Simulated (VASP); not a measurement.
ZnS (dq5):

```
CELL_PARAMETERS angstrom
0.00000 2.69368 2.69368
2.69368 0.00000 2.69368
2.69368 2.69368 0.00000
ATOMIC_POSITIONS crystal
Zn 0.00000 0.00000 0.00000
S 0.75000 0.75000 0.75000
```

* Program: VASP 6.6.1
* Task: relaxation of cell and atoms
* Functional: LDA
* Potentials or basis: VASP PAW LDA potentials, release 64 (Zn, S)
* Cutoff: 600 eV
* k mesh: 8 × 8 × 8
* Occupations: gaussian, width 0.02 eV
* Spin: no spin polarisation

At the start: pressure -3.6 GPa; volume 19.55 Å³/atom.

Problem. Where does the relaxation end?

Solution. Over 6 steps the energy falls by 11.1 meV/atom and the volume is 18.63 Å³/atom (-4.7 %); space group F-43m (No. 216, to 0.05 Å).

The path:
```
step  energy change (eV)  largest force (eV/Å)  pressure (GPa)  volume (Å³)
   1              0.0000                0.0000           -3.65        39.09
   2             -0.0192                0.0000            1.51        36.63
   3             -0.0222                0.0000           -0.09        37.24
   4             -0.0222                0.0000            0.15        37.21
   5             -0.0222                0.0000           -0.07        37.30
   6             -0.0222                0.0000           -0.01        37.25
```

Final structure:
```
CELL_PARAMETERS angstrom
0.00000 2.65081 2.65081
2.65081 0.00000 2.65081
2.65081 2.65081 0.00000
ATOMIC_POSITIONS crystal
Zn 0.00000 0.00000 0.00000
S 0.75000 0.75000 0.75000
```
